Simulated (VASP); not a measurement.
A run of VASP 6.6.1 is set up as follows.

The input INCAR:

```
ALGO = Normal ; EDIFF = 1E-6
EDIFFG = -0.005 ; ENCUT = 600
GGA = PS ; IBRION = 2
ISIF = 3 ; ISMEAR = -1
LASPH = True ; LCHARG = False
LREAL = False ; LWAVE = False
NELM = 60 ; NSW = 32
PREC = Accurate ; PSTRESS = 40.0
SIGMA = 0.08
```

The input KPOINTS:

```
k-points
0
Gamma
  10 10 10
```

File POSCAR:

```
La
1.0
    0.0000000000      3.2152604224      3.2152604224
    3.2152604224      0.0000000000      3.2152604224
    3.2152604224      3.2152604224      0.0000000000
La
2
Direct
   -0.1250000000     -0.1250000000     -0.1250000000
    0.1250000000      0.1250000000      0.1250000000
```

Potentials or basis: VASP PAW PBE potentials, release 64 (La).

The run is started by

```sh
$ cat potpaw_PBE.64/La/POTCAR > POTCAR
$ mpirun -np 1 vasp_std > vasp.out
```

(1) Estimate the band gap on the k mesh.

## Answers

(1) zero (bands 11 and 12 overlap by 0.19 eV).

Caveat: the relaxation stopped at its first step, so nothing moved; the cell is relaxed towards a set pressure, so the run minimises the enthalpy, not the energy; spin-orbit coupling is left out, which moves the levels of the heavy elements.
